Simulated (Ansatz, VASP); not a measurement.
Two plane-wave programs on TaGaGeSe

```
Ta Ga Ge Se
1.0
     3.87657    0.00000    0.00000
     0.00000    3.87657    0.00000
     0.00000    0.00000    5.28603
Ta Ga Ge Se
1 1 1 1
Cartesian
  0.0000 0.0000 2.6430
  1.9383 1.9383 2.6430
  1.9383 1.9383 0.0000
  0.0000 0.0000 0.0000
```

Change from the starting cell: species swapped into the SnTePbSe type (P4/mmm, No. 123).

Alike in both runs: task single point; functional PBE; k mesh 4 × 4 × 4; occupations gaussian, width 0.1 eV; collinear spin.

```csv
,VASP,Ansatz
version,VASP 6.6.1,Ansatz 0.2.0
potentials or method,"VASP PAW PBE potentials, release 64 (Ta_pv, Ga_d, Ge_d, Se), cutoff 520 eV","scalar-relativistic, plane waves, PAW"
valence electrons in the cell,44,56
```

|  | VASP | Ansatz | Ansatz less VASP |
| --- | --- | --- | --- |
| gap on the k mesh at the Fermi level (eV) | none | none | - |
| pressure (GPa) | 0.2 | 0.0 | -0.19 |
| traceless stress, the component that is largest in VASP (GPa) | 0.05 | 0.06 | +0.013 |
| net moment per atom (μB) | 0.03 | 0.03 | -0.001 |
| size of the moment on the site where the two differ most (μB) | 0.09 | 0.08 | -0.014 |

Site moments also hang on the region over which each program counts them. A gap of «none» marks a metal or a gap that the smearing closes. With one functional, cell and mesh, what is left measures potentials, basis and numerics. VASP's potentials hold 44 valence electrons a cell and Ansatz's 56, so a difference there can come from the potentials and not from the codes.

The k mesh is coarse, so the values compare programs but aren't converged. Spin-orbit coupling is off throughout.
